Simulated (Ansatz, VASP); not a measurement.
Two plane-wave programs on Ge

File INCAR:

```
ALGO = Normal ; EDIFF = 1E-7
ENCUT = 520 ; GGA = PS
ISIF = 2 ; ISMEAR = -1
LASPH = T ; LCHARG = F
LREAL = F ; LWAVE = F
NBANDS = 21 ; NELM = 80
PREC = Accurate ; SIGMA = 0.05
```

File KPOINTS:

```
k-points
0
Gamma
  9 9 9
```

Contents of POSCAR:

```
Ge
1.0
    0.0000000000      2.7242029124      2.7242029124
    2.7242029124      0.0000000000      2.7242029124
    2.7242029124      2.7242029124      0.0000000000
Ge
2
Direct
    0.5000000000      0.5000000000      0.5000000000
    0.7500000000      0.7500000000      0.7500000000
```

Input for Ansatz:

```yaml
crystal:
  lattice:
    - [0.0, 2.7242029131, 2.7242029131]
    - [2.7242029131, 0.0, 2.7242029131]
    - [2.7242029131, 2.7242029131, 0.0]
  atoms:
    - { symbol: Ge, position: [0.5, 0.5, 0.5] }
    - { symbol: Ge, position: [0.75, 0.75, 0.75] }
hamiltonian:
  xc: pbesol
  pseudopotentials:
    kind: paw
    azcp:
      Ge: "pseudopotentials/Ge.paw.azcp"
basis:
  ecutwfc: 420
  fft_grid_basis: typed
kpoints:
  mp_grid: { grid: [9, 9, 9], shift: [0, 0, 0] }
magnetization:
  spin_polarized: false
scf:
  occupations: { method: fermi_dirac, width: 0.05 }
output:
  stress: true
```

Alike in both runs: task single point; functional PBEsol; k mesh 9 × 9 × 9; occupations fermi-dirac, width 0.05 eV; no spin polarisation.

```csv
,VASP,Ansatz
version,VASP 6.6.1,Ansatz 0.2.0
potentials or method,"VASP PAW PBE potentials, release 64 (Ge_d), cutoff 520 eV","plane waves (420 eV) with PAW, scalar-relativistic"
valence electrons in the cell,28,28
```

Ansatz gave:

| Item | Value |
| --- | --- |
| pressure (GPa) | 11.0 |

Task: Which values does VASP return?

Result: Pressure (GPa): 10.9.

VASP's potentials were made for PBE, not for PBEsol, and Ansatz warns of the same on its side.
